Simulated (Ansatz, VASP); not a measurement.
## Ir: VASP beside Ansatz

```
Ir
1.0
     2.56131    0.00000    0.00000
     0.00000    2.56131    0.00000
     0.00000    0.00000    2.56131
Ir
1
Direct
  0.00000 0.00000 0.00000
```

Alike in both runs: task single point; functional LDA; k mesh 14 × 14 × 14; occupations fermi-dirac, width 0.1 eV; no spin polarisation.

|  | VASP | Ansatz |
| --- | --- | --- |
| version | VASP 6.6.1 | Ansatz 0.2.0 |
| potentials or method | VASP PAW LDA potentials, release 64 (Ir_sv_GW), cutoff 560 eV | plane waves (420 eV) with PAW, scalar-relativistic |
| valence electrons in the cell | 17 | 17 |

|  | VASP | Ansatz | Ansatz less VASP |
| --- | --- | --- | --- |
| pressure (GPa) | -11.3 | -10.8 | +0.57 |

Ansatz warns that its potentials were made for another functional, while VASP's fit it. LDA's correlation is that of Perdew and Zunger in VASP and of Perdew and Wang (1992) in Ansatz.

Neither program's run includes spin-orbit coupling.
